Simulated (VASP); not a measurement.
Set up this calculation in VASP 6.6.1, as the native input.

| Property | Result |
| --- | --- |
| Task | single point |
| Functional | PBE |
| Potentials or basis | VASP PAW PBE potentials, release 64 (Ta_pv, Te, I) |
| Cutoff | 520 eV |
| k mesh | 8 × 8 × 8 |
| Occupations | gaussian, width 0.1 eV |
| Spin | no spin polarisation |
| Dipole correction | no |
| Further INCAR settings | ALGO = Normal; EDIFF = 1e-07; NBANDS = 38 |

The structure of Ta4TeI lies in POSCAR:

```
Ta4TeI
1.0
    0.0000000000      4.0130805323      4.0130805323
    4.0130805323      0.0000000000      4.0130805323
    4.0130805323      4.0130805323      0.0000000000
Ta Te I
4 1 1
Direct
    0.8736961031      0.3754346323      0.3754346323
    0.3754346323      0.3754346323      0.3754346323
    0.3754346323      0.8736961031      0.3754346323
    0.3754346323      0.3754346323      0.8736961031
    0.0000000000      0.0000000000      0.0000000000
    0.7500000000      0.7500000000      0.7500000000
```

The input as run:

INCAR

```
SYSTEM = Ta4TeI
  PREC = Accurate
  ENCUT = 520
  EDIFF = 1E-7
  ISMEAR = 0
  SIGMA = 0.1
  LREAL = .FALSE.
  LASPH = .TRUE.
  NELM = 100
  ALGO = Normal
  ISIF = 2
  LWAVE = .FALSE.
  LCHARG = .FALSE.
  GGA = PE
  NBANDS = 38
```

KPOINTS

```
Automatic mesh
0
G
  8 8 8
  0 0 0
```

Potentials or basis: VASP PAW PBE potentials, release 64 (Ta_pv, Te, I).

Launch:

```console
$ cat potpaw_PBE.64/Ta_pv/POTCAR potpaw_PBE.64/Te/POTCAR potpaw_PBE.64/I/POTCAR > POTCAR
$ mpirun -np 1 vasp_std > vasp.out
```

It gave:

```yaml
Pressure: 0.0 GPa
```

Caveat: an odd number of electrons without spin polarisation forces a metal; a magnetic or distorted state may lie lower.

Run time: 2.7 min on 1 thread of Intel(R) Xeon(R) Platinum 8375C CPU @ 2.90GHz (Ice Lake), with other jobs on the host, peak memory 0.32 GiB.
